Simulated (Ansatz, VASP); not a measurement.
## Two plane-wave programs on LiCl

Contents of INCAR:

```
ALGO = Normal
EDIFF = 1E-7
ENCUT = 520
GGA = PE
ISIF = 2
ISMEAR = 0
LASPH = True
LCHARG = False
LREAL = False
LWAVE = False
NBANDS = 12
NELM = 100
PREC = Accurate
SIGMA = 0.02
```

Contents of KPOINTS:

```
k-points
0
Gamma
  8 8 8
```

Contents of POSCAR:

```
LiCl
1.0
    0.0000000000      2.7845846037      2.7845846037
    2.7845846037      0.0000000000      2.7845846037
    2.7845846037      2.7845846037      0.0000000000
Li Cl
1 1
Direct
    0.0000000000      0.0000000000      0.0000000000
    0.5000000000      0.5000000000      0.5000000000
```

Input for Ansatz:

```yaml
crystal:
  lattice:
    - [0.0, 2.7845846037, 2.7845846037]
    - [2.7845846037, 0.0, 2.7845846037]
    - [2.7845846037, 2.7845846037, 0.0]
  atoms:
    - { symbol: Li, position: [0.0, 0.0, 0.0] }
    - { symbol: Cl, position: [0.5, 0.5, 0.5] }
basis:
  ecutwfc: 420
kpoints:
  mp_grid: { grid: [8, 8, 8] }
hamiltonian:
  xc: pbe
scf:
  occupations: { method: gaussian, width: 0.02 }
output:
  forces: true
  stress: true
  eigenvalues: true
```

Alike in both runs: task single point; functional PBE; k mesh 8 × 8 × 8; occupations gaussian, width 0.02 eV; no spin polarisation.

```csv
,VASP,Ansatz
version,VASP 6.6.1,Ansatz 0.2.0
potentials or method,"VASP PAW PBE potentials, release 64 (Li_sv, Cl), cutoff 520 eV","scalar-relativistic, plane waves, PAW"
valence electrons in the cell,10,10
```

VASP gave:

```
gap on the k mesh at the Fermi level (eV) : 5.16
least direct gap on the mesh (eV)         : 5.16
```

**Question.** What did Ansatz give for the same quantities?

**Answer.** gap on the k mesh at the Fermi level (eV): 5.15; least direct gap on the mesh (eV): 5.15.

With one functional, cell and mesh, what is left measures potentials, basis and numerics.

Noted on VASP's run: the cutoff is short for stress, so the pressure is rough.
